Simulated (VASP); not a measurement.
Wanted: the native input for a VASP 6.6.1 run.

```
Task                   : single point
Functional             : PBEsol
Potentials or basis    : VASP PAW PBE potentials, release 64 (Si)
Cutoff                 : 520 eV
k mesh                 : 7 × 5 × 7
Occupations            : fermi-dirac, width 0.02 eV
Spin                   : no spin polarisation
Dipole correction      : no
Further INCAR settings : ALGO = Normal; EDIFF = 1e-07; NBANDS = 16
```

The structure of Si lies in POSCAR:

```
Si
1.0
   -2.7169994271      2.7169994271      0.0000000000
    0.0000000000      0.0000000000      5.4339988542
    2.7169994271      2.7169994271      0.0000000000
Si
4
Direct
    0.5000000000      0.3750000000      0.2500000000
    0.0000000000      0.8750000000      0.7500000000
    0.0000000000      0.1250000000      0.2500000000
    0.5000000000      0.6250000000      0.7500000000
```

These files were run (other wordings do the same):

INCAR

```
PREC = Accurate
ENCUT = 520
EDIFF = 1E-7
ISMEAR = -1
SIGMA = 0.02
LREAL = False
LASPH = True
NELM = 60
ALGO = Normal
ISIF = 2
LWAVE = False
LCHARG = True
GGA = PS
LELF = True
LVHAR = True
NBANDS = 16
```

KPOINTS

```
regular mesh
0
Gamma
  7 5 7
```

Potentials or basis: VASP PAW PBE potentials, release 64 (Si).

Launch:

```sh
$ cat potpaw_PBE.64/Si/POTCAR > POTCAR
$ mpirun -np 1 vasp_std > vasp.out
```

Results of the run:

```yaml
Pressure: 0.1 GPa
Band_gap_on_the_k_mesh: 0.46 eV
```

Caveat: the PAW data sets were made with another functional, which shifts forces and pressure a little.

Run time: 55 s on 1 thread of AMD EPYC 7571 (shared host), peak memory 0.15 GiB.
